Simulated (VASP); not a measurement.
Set up this calculation in VASP 6.6.1, as the native input.

```
Task                   : single point
Functional             : revPBE
Potentials or basis    : VASP PAW PBE potentials, release 64 (Ti_sv)
Cutoff                 : 520 eV
k mesh                 : 15 × 15 × 15
Occupations            : fermi-dirac, width 0.1 eV
Spin                   : no spin polarisation
Dipole correction      : no
Further INCAR settings : ALGO = Normal; EDIFF = 1e-06; NBANDS = 19
```

The structure of Ti lies in POSCAR:

```
Ti
1.0
    0.0000000000      2.8947880116      2.8947880116
    2.8947880116      0.0000000000      2.8947880116
    2.8947880116      2.8947880116      0.0000000000
Ti
2
Direct
    0.1250000000      0.1250000000      0.1250000000
    0.8750000000      0.8750000000      0.8750000000
```

These files were run (other wordings do the same):

INCAR

```
SYSTEM = Ti
ALGO = Normal
EDIFF = 1E-6
ENCUT = 520
GGA = RE
ISIF = 2
ISMEAR = -1
LASPH = .True.
LCHARG = .True.
LELF = .True.
LREAL = .False.
LVHAR = .True.
LWAVE = .False.
NBANDS = 19
NELM = 100
PREC = Accurate
SIGMA = 0.1
```

KPOINTS

```
k-points
0
Gamma
  15 15 15
  0 0 0
```

Potentials or basis: VASP PAW PBE potentials, release 64 (Ti_sv).

Run with:

```console
$ cat potpaw_PBE.64/Ti_sv/POTCAR > POTCAR
$ mpirun -np 1 vasp_std > vasp.out
```

Results of the run:

The pressure is 0.0 GPa. The band gap on the k mesh is zero (band 12 reaches 5.04 eV, above the bottom of band 13 at 4.83 eV).

Caveat: the PAW data sets were made with another functional, which shifts forces and pressure a little.

Run time: 2.3 min on 1 thread of Intel(R) Xeon(R) Platinum 8259CL CPU @ 2.50GHz (Skylake/Cascade Lake) (shared host), peak memory 0.22 GiB.
